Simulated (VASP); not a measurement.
# Mg: single point with LDA

Crystal: Mg.

```
CELL_PARAMETERS angstrom
-1.46174 1.47650 1.47650
1.47650 -1.46174 1.47650
1.47650 1.47650 -1.46174
ATOMIC_POSITIONS crystal
Mg 0.00000 0.00000 0.00000
```

This cell differs from its parent crystal: equal xy, yz and zx shear strains of +1 %.

* Program: VASP 6.6.1
* Task: single point
* Functional: LDA
* Potentials or basis: VASP PAW LDA potentials, release 64 (Mg)
* Cutoff: 520 eV
* k mesh: 19 × 19 × 19
* Occupations: fermi-dirac, width 0.03 eV
* Spin: no spin polarisation

```yaml
Pressure: 55.9 GPa
Band_gap_on_the_k_mesh: zero (band 1 reaches 9.75 eV, above the bottom of band 2 at 5.43 eV)
```

Stress tensor (GPa, compression positive):
```
55.94 -1.27 -1.27
-1.27 55.94 -1.27
-1.27 -1.27 55.94
```

Levels at points of the mesh, in eV from the Fermi level:
| k point | band 1 | band 2 | band 3 | band 4 | band 5 |
| --- | --- | --- | --- | --- | --- |
| (0.00, 0.00, 0.00) | -9.85 | 17.12 | 17.12 | 17.37 | 20.12 |

Run time: 44 s on 1 thread of AMD EPYC 7R43 64-Core Processor (Zen 3) (shared host), peak memory 0.14 GiB.

Caveat: the cell differs from its parent crystal (equal xy, yz and zx shear strains of +1 %).
